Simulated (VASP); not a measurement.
Si16Ge (a cell with a defect): single point with PBEsol

Si16Ge (a cell with a defect):

```
Si Ge
1.0
     0.00000    5.43000    5.43000
     5.43000    0.00000    5.43000
     5.43000    5.43000    0.00000
Si Ge
16 1
Direct
  0.99954 0.00078 0.00011
  0.12426 0.12477 0.12407
  0.00467 0.00591 0.49498
  0.12351 0.12551 0.62745
  0.00460 0.49572 0.00517
  0.12350 0.62811 0.12483
  0.00250 0.49782 0.49714
  0.13601 0.62374 0.62292
  0.49658 0.00376 0.00305
  0.62688 0.12474 0.12408
  0.49446 0.00585 0.49504
  0.62251 0.13710 0.61797
  0.49441 0.49566 0.00523
  0.62236 0.61868 0.13643
  0.49961 0.50071 0.50004
  0.61728 0.62361 0.62306
  0.74965 0.75067 0.75000
```

```
Program             : VASP 6.6.1
Task                : single point
Functional          : PBEsol
Potentials or basis : VASP PAW PBE potentials, release 64 (Si, Ge_d)
Cutoff              : 520 eV
k mesh              : 2 × 2 × 2
Occupations         : gaussian, width 0.02 eV
Spin                : no spin polarisation
```

* Pressure: 4.7 GPa
* Largest force: 0.008 eV/Å
* Band gap on the k mesh: zero (band 39 reaches 6.88 eV, above the bottom of band 40 at 6.54 eV)

Forces in eV/Å, atoms in the order of the input:
```
Si  -0.003  0.001 -0.001
Si   0.000  0.003  0.003
Si   0.000  0.001  0.000
Si   0.002  0.000  0.001
Si   0.000  0.000  0.000
Si   0.003 -0.001  0.000
Si   0.005 -0.001  0.001
Si  -0.004 -0.005 -0.004
Si  -0.002 -0.001  0.000
Si   0.000 -0.003 -0.003
Si   0.000  0.001 -0.001
Si   0.002  0.002 -0.003
Si   0.000  0.000  0.001
Si   0.001 -0.002  0.003
Si  -0.003  0.001 -0.001
Si  -0.004  0.004  0.005
Ge   0.002  0.000  0.000
```

Stress tensor (GPa, compression positive):
```
4.44 0.00 0.00
0.00 4.85 0.00
0.00 0.00 4.86
```

Levels at points of the mesh, in eV from the Fermi level:
```tsv
k point	band 36	band 37	band 38	band 39	band 40	band 41	band 42	band 43
(0.00, 0.00, 0.00)	-0.76	-0.71	-0.71	-0.25	-0.25	-0.22	-0.03	0.03
(0.50, 0.00, 0.00)	-1.44	-1.39	-1.38	-0.31	0.51	0.54	0.87	0.87
(0.00, 0.50, 0.00)	-1.44	-1.39	-1.38	-0.31	0.51	0.54	0.87	0.87
(0.00, 0.00, 0.50)	-1.44	-1.39	-1.38	-0.31	0.51	0.54	0.87	0.87
(0.50, 0.50, 0.50)	-1.44	-1.39	-1.38	-0.31	0.51	0.54	0.87	0.87
(0.50, 0.50, 0.00)	-2.00	-1.81	-1.25	0.07	0.81	1.04	1.05	1.11
(0.00, 0.50, 0.50)	-1.98	-1.85	-1.29	0.08	0.81	1.05	1.05	1.08
(0.50, 0.00, 0.50)	-2.00	-1.81	-1.25	0.07	0.81	1.04	1.05	1.11
```

Wall time 4.6 min on 1 thread of Intel(R) Xeon(R) Platinum 8259CL CPU @ 2.50GHz (Skylake/Cascade Lake), on a shared host, peak memory 0.49 GiB.

Caveat: the k points lie up to 0.50 Å⁻¹ apart; the PAW data sets were made with another functional, which shifts forces and pressure a little.
